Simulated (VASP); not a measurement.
# Be2C (Fm-3m) in VASP: a series of runs

Aim: see how the results for Be2C move with the level of theory and the settings. Levels: PBE-based screened hybrid, HSE06. Tasks: single point.

All numbers are computed with VASP 6.6.1; they aren't measurements. Logs are shortened: lines on timing, memory, paths and dates and some standing lists are left out, and cuts for length are marked.

## Step 1: The cell of the first run

Symmetry: Fm-3m, No. 225, cubic system. Conventional cell: a = 4.321 Å, b = 4.321 Å, c = 4.321 Å, α = 90.00°, β = 90.00°, γ = 90.00°. Within 2.5 Å of Be (site symmetry -43m) lie 4 C at 1.87 Å and 6 Be at 2.16 Å. C (site symmetry m-3m) has 8 Be at 1.87 Å within 2.5 Å.

## Step 2: Single point, PBE-based screened hybrid

POSCAR

```
Be2C
1.0
    0.0000000000      2.1604856744      2.1604856744
    2.1604856744      0.0000000000      2.1604856744
    2.1604856744      2.1604856744      0.0000000000
Be C
2 1
Direct
    0.7500000000      0.7500000000      0.7500000000
    0.2500000000      0.2500000000      0.2500000000
    0.0000000000      0.0000000000      0.0000000000
```

INCAR.step1

```
SYSTEM = Be2C
PREC = Accurate ; ENCUT = 520
EDIFF = 1E-5 ; ISMEAR = 0
SIGMA = 0.01 ; LREAL = .False.
LASPH = .True. ; NELM = 120
ALGO = Normal ; ISIF = 2
LWAVE = .True. ; LCHARG = .False.
NBANDS = 11 ; GGA = PE
GGA_COMPAT = .False.
```

INCAR.step2

```
SYSTEM = Be2C
PREC = Accurate ; ENCUT = 520
EDIFF = 1E-6 ; ISMEAR = 0
SIGMA = 0.01 ; LREAL = .False.
LASPH = .True. ; NELM = 120
ALGO = Normal ; ISIF = 2
LWAVE = .False. ; LCHARG = .False.
GGA = PE ; LHFCALC = .True.
AEXX = 0.4 ; HFSCREEN = 0.2078
PRECFOCK = Normal ; NBANDS = 11
ISTART = 1 ; GGA_COMPAT = .False.
```

KPOINTS

```
regular mesh
0
Gamma
  4 4 4
  0 0 0
```

Potentials or basis: VASP PAW PBE potentials, release 64 (Be, C).

On the command line:

```
$ cat potpaw_PBE.64/Be/POTCAR potpaw_PBE.64/C/POTCAR > POTCAR
$ cp INCAR.step1 INCAR
$ mpirun -np 1 vasp_std > vasp.out
$ cp INCAR.step2 INCAR
$ mpirun -np 1 vasp_std > vasp.out
```

OUTCAR:

```text
SYSTEM = Be2C
   PREC = Accurate
   ENCUT = 520
   EDIFF = 1E-6
   ISMEAR = 0
   LREAL = .False.
   LASPH = .True.
   NELM = 120
   ISIF = 2
   GGA = PE
   LHFCALC = .True.
   AEXX = 0.4
   HFSCREEN = 0.2078
   PRECFOCK = Normal
   ISTART = 1

 ion  position               nearest neighbor table
   1  0.750  0.750  0.750-   3 1.87   3 1.87   3 1.87   3 1.87   2 2.16   2 2.16   2 2.16   2 2.16
                             2 2.16   2 2.16
   2  0.250  0.250  0.250-   3 1.87   3 1.87   3 1.87   3 1.87   1 2.16   1 2.16   1 2.16   1 2.16
                             1 2.16   1 2.16
   3  0.000  0.000  0.000-   1 1.87   1 1.87   1 1.87   2 1.87   2 1.87   2 1.87   2 1.87   1 1.87

  LATTYP: Found a face centered cubic cell.
 ALAT       =     4.3209713488

  Lattice vectors:

 A1 = (   0.0000000000,   2.1604856744,   2.1604856744)
 A2 = (   2.1604856744,   0.0000000000,   2.1604856744)
 A3 = (   2.1604856744,   2.1604856744,   0.0000000000)

Analysis of symmetry for initial positions (statically):
=====================================================================
 Subroutine PRICEL returns:
 Original cell was already a primitive cell.

 Routine SETGRP: Setting up the symmetry group for a
 face centered cubic supercell.

 Subroutine GETGRP returns: Found 48 space group operations
 (whereof 48 operations were pure point group operations)
 out of a pool of 48 trial point group operations.

The static configuration has the point symmetry O_h .

Analysis of symmetry for dynamics (positions and initial velocities):
=====================================================================
 Subroutine PRICEL returns:
 Original cell was already a primitive cell.

 Routine SETGRP: Setting up the symmetry group for a
 face centered cubic supercell.

 Subroutine GETGRP returns: Found 48 space group operations
 (whereof 48 operations were pure point group operations)
 out of a pool of 48 trial point group operations.

The dynamic configuration has the point symmetry O_h .

 Subroutine INISYM returns: Found 48 space group operations
 (whereof 48 operations are pure point group operations),
 and found     1 'primitive' translations

----------------------------------------------------------------------------------------

                                     Primitive cell

  volume of cell :      20.1690

  direct lattice vectors                    reciprocal lattice vectors
     0.000000000  2.160485674  2.160485674    -0.231429445  0.231429445  0.231429445
     2.160485674  0.000000000  2.160485674     0.231429445 -0.231429445  0.231429445
     2.160485674  2.160485674  0.000000000     0.231429445  0.231429445 -0.231429445

  length of vectors
     3.055388142  3.055388142  3.055388142     0.400847557  0.400847557  0.400847557

  position of ions in fractional coordinates (direct lattice)
     0.750000000  0.750000000  0.750000000
     0.250000000  0.250000000  0.250000000
     0.000000000  0.000000000  0.000000000

  ion indices of the primitive-cell ions
   primitive index   ion index
                 1           1
                 2           2
                 3           3

----------------------------------------------------------------------------------------

 KPOINTS: regular mesh

Automatic generation of k-mesh.
 Grid dimensions read from file:
 generate k-points for:    4    4    4

 Generating k-lattice:

  Cartesian coordinates                     Fractional coordinates (reciprocal lattice)
    -0.057857361  0.057857361  0.057857361     0.250000000  0.000000000  0.000000000
     0.057857361 -0.057857361  0.057857361     0.000000000  0.250000000  0.000000000
     0.057857361  0.057857361 -0.057857361     0.000000000  0.000000000  0.250000000

  Length of vectors
     0.100211889  0.100211889  0.100211889

  Shift w.r.t. Gamma in fractional coordinates (k-lattice)
     0.000000000  0.000000000  0.000000000

 Subroutine IBZKPT returns following result:
 ===========================================

 Found      8 irreducible k-points:

 Following reciprocal coordinates:
            Coordinates               Weight
  0.000000  0.000000  0.000000      1.000000
  0.250000  0.000000  0.000000      8.000000
  0.500000  0.000000  0.000000      4.000000
  0.250000  0.250000  0.000000      6.000000
  0.500000  0.250000  0.000000     24.000000
 -0.250000  0.250000  0.000000     12.000000
  0.500000  0.500000  0.000000      3.000000
 -0.250000  0.500000  0.250000      6.000000
   k-points           NKPTS =      8   k-points in BZ     NKDIM =     64   number of bands    NBANDS=     11
   number of dos      NEDOS =    301   number of ions     NIONS =      3
   total plane-waves  NPLWV =  13824
   dimension x,y,z NGX =    24 NGY =   24 NGZ =   24
   dimension x,y,z NGXF=    48 NGYF=   48 NGZF=   48
   ions per type =               2   1
   NGX,Y,Z   is equivalent  to a cutoff of  13.06, 13.06, 13.06 a.u.
   NGXF,Y,Z  is equivalent  to a cutoff of  26.12, 26.12, 26.12 a.u.
 SYSTEM =  Be2C
   PREC   = accura    normal or accurate (medium, high low for compatibility)
   ISTART =      1    job   : 0-new  1-cont  2-samecut
   ICHARG =      0    charge: 1-file 2-atom 10-const
   ISPIN  =      1    spin polarized calculation?
   LNONCOLLINEAR =      F non collinear calculations
   LSORBIT =      F    spin-orbit coupling
   LASPH  =      T    aspherical Exc in radial PAW
   ENCUT  =  520.0 eV  38.22 Ry    6.18 a.u.   5.68  5.68  5.68*2*pi/ulx,y,z
   NELM   =    120;   NELMIN=  2; NELMDL=  0     # of ELM steps
   EDIFF  = 0.1E-05   stopping-criterion for ELM
   LREAL  =      F    real-space projection
   EDIFFG = 0.1E-04   stopping-criterion for IOM
   NSW    =      0    number of steps for IOM
   IBRION =     -1    ionic relax: 0-MD 1-quasi-New 2-CG
   NFREE  =      0    steps in history (QN), initial steepest desc. (CG)
   ISIF   =      2    stress and relaxation
   ISYM   =      3    0-nonsym 1-usesym 2-fastsym
   POTIM  = 0.5000    time-step for ionic-motion
   TEBEG  =    0.0;   TEEND  =   0.0 temperature during run
   PSTRESS=    0.0 pullay stress
   NELECT =       8.0000    total number of electrons
   NUPDOWN=      -1.0000    fix difference up-down
   EMIN   =  10.00;   EMAX   =-10.00  energy-range for DOS
   EFERMI =   0.00;   METHOD = LEGACY
   ISMEAR =     0;   SIGMA  =   0.01  broadening in eV -4-tet -1-fermi 0-gaus
   EFERMI_NEDOS =   21; number of points for ismear=-14 and -15
   IALGO  =     38    algorithm
   IMIX   =      1    mixing-type and parameters
     AMIX     =   0.40;   BMIX     =  1.00
     AMIX_MAG =   1.60;   BMIX_MAG =  1.00
  volume/ion in A,a.u.               =       6.72        45.37
  Fermi-wavevector in a.u.,A,eV,Ry     =   1.202846  2.273050 19.685440  1.446839
  Thomas-Fermi vector in A             =   2.338616
   LORBIT       =      0    0 simple, 1 ext, 2 COOP (PROOUT), +10 PAW based schemes
   GGA     = PE    functional components
   LHFCALC =     T    Hartree Fock is set to
   PRECFOCK=normal    Normal, Fast or Accurate (Low or Medium for compatibility)
   ENCUT4O =  -1.0   cutoff for four orbital integrals eV
   NKREDX  =     1    reduce k-point grid by
   NKREDY  =     1    reduce k-point grid by
   NKREDZ  =     1    reduce k-point grid by
   AEXX    =    0.4000 exact exchange contribution
   HFSCREEN=    0.2078 screening length (either q_TF or 0.3 A-1)
   HFSCREENC=   0.2078 screening length for correlation (either q_TF or 0.3 A-1)
   ENCUTFOCK=  -1.0 apply spherical cutoff to Coloumb kernel
   IVDW    =     0    specifies the selected vdW correction
   LEPSILON=     F    determine dielectric tensor
   LRPA    =     F    only Hartree local field effects (RPA)
 non-spin polarized calculation
 Gauss-broadening in eV      SIGMA  =   0.01
  energy-cutoff  :      520.00
  volume of cell :       20.17
 maximum number of plane-waves:       560
 NGX is ok and might be reduce to    24
  NGX = 18; NGY = 18; NGZ = 18

 number of electron       8.0000000 magnetization

 Free energy of the ion-electron system (eV)
  ---------------------------------------------------
  ext. energy  EPLUGINS =         0.00000000
  ---------------------------------------------------
  free energy    TOTEN  =       -19.99827864 eV

  energy without entropy =      -19.99827864  energy(sigma->0) =      -19.99827864

 E-fermi :   7.0571     XC(G=0):  -8.1818

 val. band max:        7.0028092395   @ k =   0.0000   0.0000   0.0000
 cond. band min:       9.4135504311   @ k =   0.5000   0.5000   0.0000
 fundamental gap:      2.4107411916
 Fermi energy:         7.0570657041

 k-point     1 :       0.0000    0.0000    0.0000
  band No.  band energies     occupation
      1     -10.7014      2.00000
      2       7.0028      2.00000
      3       7.0028      2.00000
      4       7.0028      2.00000
      5      12.7778      0.00000
      6      12.7778      0.00000
      7      12.7778      0.00000
      8      15.8809      0.00000
      9      22.5993      0.00000
     10      22.5993      0.00000
     11      22.5993      0.00000

 k-point     2 :       0.2500    0.0000    0.0000
  band No.  band energies     occupation
      1      -9.5586      2.00000
      2       1.4216      2.00000
      3       5.6842      2.00000
      4       5.6842      2.00000
      5      14.2681      0.00000
      6      14.2681      0.00000
      7      15.1299      0.00000
      8      17.9024      0.00000
      9      20.5148      0.00000
     10      20.5148      0.00000
     11      24.9097      0.00000

 k-point     3 :       0.5000    0.0000    0.0000
  band No.  band energies     occupation
      1      -7.3722      2.00000
      2      -3.1726      2.00000
      3       4.8796      2.00000
      4       4.8796      2.00000
      5      13.6874      0.00000
      6      13.6874      0.00000
      7      16.0808      0.00000
      8      19.1096      0.00000
      9      24.4050      0.00000
     10      24.4050      0.00000
     11      27.1600      0.00000
[... 43 lines left out ...]
 k-point     7 :       0.5000    0.5000    0.0000
  band No.  band energies     occupation
      1      -6.4550      2.00000
      2      -0.9921      2.00000
      3       1.5238      2.00000
      4       1.5238      2.00000
      5       9.4136      0.00000
      6      14.4474      0.00000
      7      23.2395      0.00000
      8      23.2395      0.00000
      9      25.5987      0.00000
     10      25.9436      0.00000
     11      25.9436      0.00000

 k-point     8 :      -0.2500    0.5000    0.2500
  band No.  band energies     occupation
      1      -6.1070      2.00000
      2      -0.1151      2.00000
      3       0.0892      2.00000
      4       0.0892      2.00000
      5      14.4272      0.00000
      6      17.3410      0.00000
      7      18.6890      0.00000
      8      18.6890      0.00000
      9      24.4981      0.00000
     10      24.4981      0.00000
     11      26.9492      0.00000

------------------------ aborting loop because EDIFF is reached ----------------------------------------

  FORCE on cell =-STRESS in cart. coord.  units (eV):
  Direction    XX          YY          ZZ          XY          YZ          ZX
  --------------------------------------------------------------------------------------
  -------------------------------------------------------------------------------------
  Total       -0.4817649     -0.4817649     -0.4817649      0.0000000      0.0000000     -0.0000000
  in kB      -38.2702731    -38.2702731    -38.2702731      0.0000000      0.0000000     -0.0000000
  external PRESSURE =     -38.2702731 kB  Pullay stress =       0.0000000 kB

 VOLUME and BASIS-vectors are now :
 -----------------------------------------------------------------------------
  energy-cutoff  :      520.00
  volume of cell :       20.17
      direct lattice vectors                 reciprocal lattice vectors
     0.000000000  2.160485674  2.160485674    -0.231429445  0.231429445  0.231429445
     2.160485674  0.000000000  2.160485674     0.231429445 -0.231429445  0.231429445
     2.160485674  2.160485674  0.000000000     0.231429445  0.231429445 -0.231429445

 POSITION                                       TOTAL-FORCE (eV/Angst)
 -----------------------------------------------------------------------------------
      3.24073      3.24073      3.24073        -0.000000     -0.000000     -0.000000
      1.08024      1.08024      1.08024         0.000000      0.000000     -0.000000
      0.00000      0.00000      0.00000        -0.000000      0.000000      0.000000
 -----------------------------------------------------------------------------------
    total drift:                               -0.000001     -0.000001     -0.000001

  FREE ENERGIE OF THE ION-ELECTRON SYSTEM (eV)
  ---------------------------------------------------
  free  energy   TOTEN  =       -19.9982786376 eV

  energy  without entropy=      -19.9982786376  energy(sigma->0) =      -19.99827864
```

Wall time 78 s (1 thread of Intel Xeon Platinum 8488C (Sapphire Rapids), shared host); peak memory 0.23 GiB.

Results:

```
Free energy            : -19.9983 eV
Pressure               : -3.8 GPa
Band gap on the k mesh : 2.41 eV, indirect (least direct gap 5.78 eV)
```

Caveat: the k points lie up to 0.63 Å⁻¹ apart; the PAW data sets were made with another functional, which shifts forces and pressure a little. A k mesh can miss the band edges.

(Part 1 of 2 ends here.)
